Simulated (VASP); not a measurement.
# Nd (Fm-3m) in VASP: single point with PBE

Aim: the single point of Nd with PBE.

All numbers are computed with VASP 6.6.1; they aren't measurements. Logs are shortened: lines on timing, memory, paths and dates and some standing lists are left out, and cuts for length are marked.

## 1. The cell of the first run

It takes space group Fm-3m (No. 225, cubic). Conventional cell: a = 5.152 Å, b = 5.152 Å, c = 5.152 Å, α = 90.00°, β = 90.00°, γ = 90.00°. Within 4.8 Å of Nd (site symmetry m-3m) lie 12 Nd at 3.64 Å.

## 2. Single point, PBE, collinear spin, ferromagnetic start

File INCAR:

```
SYSTEM = Nd
ALGO = Normal
EDIFF = 1E-7
ENCUT = 520
GGA = PE
ISIF = 2
ISMEAR = 0
ISPIN = 2
LASPH = .True.
LCHARG = .False.
LMAXMIX = 6
LORBIT = 11
LREAL = .False.
LWAVE = .False.
MAGMOM = 3
NBANDS = 17
NELM = 150
PREC = Accurate
SIGMA = 0.05
```

File KPOINTS:

```
k-points
0
Gamma
  14 14 14
  0 0 0
```

File POSCAR:

```
Nd
1.0
    0.0000000000      2.5760755239      2.5760755239
    2.5760755239      0.0000000000      2.5760755239
    2.5760755239      2.5760755239      0.0000000000
Nd
1
Direct
    0.0000000000      0.0000000000      0.0000000000
```

Potentials or basis: VASP PAW PBE potentials, release 64 (Nd).

Started as:

```console
$ cat potpaw_PBE.64/Nd/POTCAR > POTCAR
$ mpirun -np 1 vasp_std > vasp.out
```

OUTCAR:

```text
SYSTEM = Nd
   EDIFF = 1E-7
   ENCUT = 520
   GGA = PE
   ISIF = 2
   ISMEAR = 0
   ISPIN = 2
   LASPH = .True.
   LORBIT = 11
   LREAL = .False.
   NELM = 150
   PREC = Accurate

 ion  position               nearest neighbor table
   1  0.000  0.000  0.000-

  LATTYP: Found a face centered cubic cell.
 ALAT       =     5.1521510478

  Lattice vectors:

 A1 = (   0.0000000000,   2.5760755239,   2.5760755239)
 A2 = (   2.5760755239,   0.0000000000,   2.5760755239)
 A3 = (   2.5760755239,   2.5760755239,   0.0000000000)

Analysis of symmetry for initial positions (statically):
[... 5 lines left out ...]
 face centered cubic supercell.

 Subroutine GETGRP returns: Found 48 space group operations
 (whereof 48 operations were pure point group operations)
 out of a pool of 48 trial point group operations.

The static configuration has the point symmetry O_h .

Analysis of symmetry for dynamics (positions and initial velocities):
[... 5 lines left out ...]
 face centered cubic supercell.

 Subroutine GETGRP returns: Found 48 space group operations
 (whereof 48 operations were pure point group operations)
 out of a pool of 48 trial point group operations.

The dynamic configuration has the point symmetry O_h .

Analysis of structural, dynamic, and magnetic symmetry:
=====================================================================
 Subroutine PRICEL returns:
 Original cell was already a primitive cell.

 Routine SETGRP: Setting up the symmetry group for a
 face centered cubic supercell.

 Subroutine GETGRP returns: Found 48 space group operations
 (whereof 48 operations were pure point group operations)
 out of a pool of 48 trial point group operations.

The overall configuration has the point symmetry O_h .

 Subroutine INISYM returns: Found 48 space group operations
 (whereof 48 operations are pure point group operations),
 and found     1 'primitive' translations

----------------------------------------------------------------------------------------

                                     Primitive cell

  volume of cell :      34.1905

  direct lattice vectors                    reciprocal lattice vectors
     0.000000000  2.576075524  2.576075524    -0.194093688  0.194093688  0.194093688
     2.576075524  0.000000000  2.576075524     0.194093688 -0.194093688  0.194093688
     2.576075524  2.576075524  0.000000000     0.194093688  0.194093688 -0.194093688

  length of vectors
     3.643120944  3.643120944  3.643120944     0.336180130  0.336180130  0.336180130

  position of ions in fractional coordinates (direct lattice)
     0.000000000  0.000000000  0.000000000

  ion indices of the primitive-cell ions
   primitive index   ion index
                 1           1

----------------------------------------------------------------------------------------

 KPOINTS: k-points

Automatic generation of k-mesh.
 Grid dimensions read from file:
 generate k-points for:   14   14   14

 Generating k-lattice:

  Cartesian coordinates                     Fractional coordinates (reciprocal lattice)
    -0.013863835  0.013863835  0.013863835     0.071428571  0.000000000  0.000000000
     0.013863835 -0.013863835  0.013863835     0.000000000  0.071428571  0.000000000
     0.013863835  0.013863835 -0.013863835     0.000000000  0.000000000  0.071428571

  Length of vectors
     0.024012866  0.024012866  0.024012866

  Shift w.r.t. Gamma in fractional coordinates (k-lattice)
     0.000000000  0.000000000  0.000000000

 Subroutine IBZKPT returns following result:
 ===========================================

 Found    104 irreducible k-points:

 Following reciprocal coordinates:
            Coordinates               Weight
  0.000000  0.000000  0.000000      1.000000
  0.071429  0.000000  0.000000      8.000000
  0.142857  0.000000  0.000000      8.000000
  0.214286  0.000000  0.000000      8.000000
  0.285714  0.000000  0.000000      8.000000
  0.357143  0.000000  0.000000      8.000000
[... 16 lines left out ...]
  0.214286  0.142857  0.000000     24.000000
  0.285714  0.142857  0.000000     24.000000
 [... further k-points ...]
   k-points           NKPTS =    104   k-points in BZ     NKDIM =    104   number of bands    NBANDS=     17
   number of dos      NEDOS =    301   number of ions     NIONS =      1
   total plane-waves  NPLWV =  21952
   dimension x,y,z NGX =    28 NGY =   28 NGZ =   28
   dimension x,y,z NGXF=    56 NGYF=   56 NGZF=   56
   ions per type =               1
   NGX,Y,Z   is equivalent  to a cutoff of  12.78, 12.78, 12.78 a.u.
   NGXF,Y,Z  is equivalent  to a cutoff of  25.55, 25.55, 25.55 a.u.
 SYSTEM =  Nd
   PREC   = accura    normal or accurate (medium, high low for compatibility)
   ISTART =      0    job   : 0-new  1-cont  2-samecut
   ICHARG =      2    charge: 1-file 2-atom 10-const
   ISPIN  =      2    spin polarized calculation?
   LNONCOLLINEAR =      F non collinear calculations
   LSORBIT =      F    spin-orbit coupling
   LASPH  =      T    aspherical Exc in radial PAW
   ENCUT  =  520.0 eV  38.22 Ry    6.18 a.u.   6.77  6.77  6.77*2*pi/ulx,y,z
   NELM   =    150;   NELMIN=  2; NELMDL= -5     # of ELM steps
   EDIFF  = 0.1E-06   stopping-criterion for ELM
   LREAL  =      F    real-space projection
   EDIFFG = 0.1E-05   stopping-criterion for IOM
   NSW    =      0    number of steps for IOM
   IBRION =     -1    ionic relax: 0-MD 1-quasi-New 2-CG
   NFREE  =      0    steps in history (QN), initial steepest desc. (CG)
   ISIF   =      2    stress and relaxation
   ISYM   =      2    0-nonsym 1-usesym 2-fastsym
   POTIM  = 0.5000    time-step for ionic-motion
   TEBEG  =    0.0;   TEEND  =   0.0 temperature during run
   PSTRESS=    0.0 pullay stress
   NELECT =      14.0000    total number of electrons
   NUPDOWN=      -1.0000    fix difference up-down
   EMIN   =  10.00;   EMAX   =-10.00  energy-range for DOS
   EFERMI =   0.00;   METHOD = LEGACY
   ISMEAR =     0;   SIGMA  =   0.05  broadening in eV -4-tet -1-fermi 0-gaus
   EFERMI_NEDOS =   21; number of points for ismear=-14 and -15
   IALGO  =     38    algorithm
   IMIX   =      4    mixing-type and parameters
     AMIX     =   0.40;   BMIX     =  1.00
     AMIX_MAG =   1.60;   BMIX_MAG =  1.00
  volume/ion in A,a.u.               =      34.19       230.73
  Fermi-wavevector in a.u.,A,eV,Ry     =   1.215670  2.297283 20.107408  1.477853
  Thomas-Fermi vector in A             =   2.351049
   LORBIT       =     11    0 simple, 1 ext, 2 COOP (PROOUT), +10 PAW based schemes
   GGA     = PE    functional components
   LHFCALC =     F    Hartree Fock is set to
   AEXX    =    0.0000 exact exchange contribution
   IVDW    =     0    specifies the selected vdW correction
   LEPSILON=     F    determine dielectric tensor
   LRPA    =     F    only Hartree local field effects (RPA)
 spin polarized calculation
 Gauss-broadening in eV      SIGMA  =   0.05
  energy-cutoff  :      520.00
  volume of cell :       34.19
 maximum number of plane-waves:       941
   NGX = 13   NGY = 13   NGZ = 13

 number of electron      13.9999993 magnetization       4.1645657

 Free energy of the ion-electron system (eV)
  ---------------------------------------------------
  ext. energy  EPLUGINS =         0.00000000
  ---------------------------------------------------
  free energy    TOTEN  =        -6.49389179 eV

  energy without entropy =       -6.49000987  energy(sigma->0) =       -6.49195083

 E-fermi :   4.6453     XC(G=0):  -9.8825

 val. band max:        4.6446495651   @ k =   0.3571   0.1429   0.0000
 cond. band min:       4.6487254984   @ k =   0.3571   0.1429   0.0714
 fundamental gap:      0.0040759333
 Fermi energy:         4.6452932091

 spin component 1

 k-point     1 :       0.0000    0.0000    0.0000
  band No.  band energies     occupation
      1     -32.6901      1.00000
      2     -13.3278      1.00000
      3     -13.3278      1.00000
      4     -13.3278      1.00000
      5       0.5888      1.00000
      6       4.4144      1.00000
[... 9 lines left out ...]
     16       8.7921      0.00000
     17       8.7921      0.00000

 k-point     2 :       0.0714    0.0000    0.0000
  band No.  band energies     occupation
      1     -32.6831      1.00000
      2     -13.3936      1.00000
      3     -13.3356      1.00000
      4     -13.3356      1.00000
      5       0.7431      1.00000
      6       4.3865      1.00000
[... 9 lines left out ...]
     16       8.7182      0.00000
     17       8.7182      0.00000
[... 421 lines left out ...]
 k-point    24 :       0.2857    0.1429    0.0000
  band No.  band energies     occupation
      1     -32.6061      1.00000
      2     -13.9452      1.00000
      3     -13.4892      1.00000
      4     -13.4783      1.00000
      5       2.3741      1.00000
      6       4.2093      1.00000
[... 9 lines left out ...]
     16       8.2436      0.00000
     17       9.6290      0.00000

 [... further k-points ...]

 spin component 2

 k-point     1 :       0.0000    0.0000    0.0000
  band No.  band energies     occupation
      1     -31.0412      1.00000
      2     -11.9934      1.00000
      3     -11.9934      1.00000
      4     -11.9934      1.00000
      5       1.5489      1.00000
      6       6.3095      0.00000
[... 9 lines left out ...]
     16       9.6188      0.00000
     17       9.6188      0.00000

 k-point     2 :       0.0714    0.0000    0.0000
  band No.  band energies     occupation
      1     -31.0337      1.00000
      2     -12.0633      1.00000
      3     -12.0013      1.00000
      4     -12.0013      1.00000
      5       1.7064      1.00000
      6       6.2318      0.00000
[... 9 lines left out ...]
     16       9.5525      0.00000
     17       9.5525      0.00000
[... 421 lines left out ...]
 k-point    24 :       0.2857    0.1429    0.0000
  band No.  band energies     occupation
      1     -30.9503      1.00000
      2     -12.6462      1.00000
      3     -12.1628      1.00000
      4     -12.1505      1.00000
      5       3.3481      1.00000
      6       5.5456      0.00000
[... 9 lines left out ...]
     16       9.3906      0.00000
     17      10.5588      0.00000

 [... further k-points ...]
[... 5 lines left out ...]
  --------------------------------------------------------------------------------------
  -------------------------------------------------------------------------------------
  Total        0.0603494      0.0603494      0.0603494      0.0000000      0.0000000     -0.0000000
  in kB        2.8279889      2.8279889      2.8279889      0.0000000      0.0000000     -0.0000000
  external PRESSURE =       2.8279889 kB  Pullay stress =       0.0000000 kB

 VOLUME and BASIS-vectors are now :
 -----------------------------------------------------------------------------
  energy-cutoff  :      520.00
  volume of cell :       34.19
      direct lattice vectors                 reciprocal lattice vectors
     0.000000000  2.576075524  2.576075524    -0.194093688  0.194093688  0.194093688
     2.576075524  0.000000000  2.576075524     0.194093688 -0.194093688  0.194093688
     2.576075524  2.576075524  0.000000000     0.194093688  0.194093688 -0.194093688

 POSITION                                       TOTAL-FORCE (eV/Angst)
 -----------------------------------------------------------------------------------
      0.00000      0.00000      0.00000         0.000000      0.000000      0.000000
 -----------------------------------------------------------------------------------
    total drift:                               -0.000000     -0.000000     -0.000000

  FREE ENERGIE OF THE ION-ELECTRON SYSTEM (eV)
  ---------------------------------------------------
  free  energy   TOTEN  =        -6.4938917921 eV

  energy  without entropy=       -6.4900098719  energy(sigma->0) =       -6.49195083

 total charge

# of ion       s       p       d       f       tot
--------------------------------------------------
    1        2.026   5.361   0.563   3.265  11.214

 magnetization (x)

# of ion       s       p       d       f       tot
--------------------------------------------------
    1       -0.004  -0.092   0.235   3.240   3.379
```

Wall time 2.4 min (1 thread of Intel Xeon Platinum 8488C (Sapphire Rapids), shared host); peak memory 0.26 GiB.

Results:

| Item | Value |
| --- | --- |
| Free energy | -6.4939 eV |
| Pressure | 0.3 GPa |
| Net moment | 4.16 μB per cell |
| Site moments | Nd +3.38 μB |
| Valence electrons inside the program's atomic spheres | Nd 11.21 |

Caveat: the magnetic or orbital state may not be the lowest; spin-orbit coupling is left out, which moves the levels of the heavy elements.
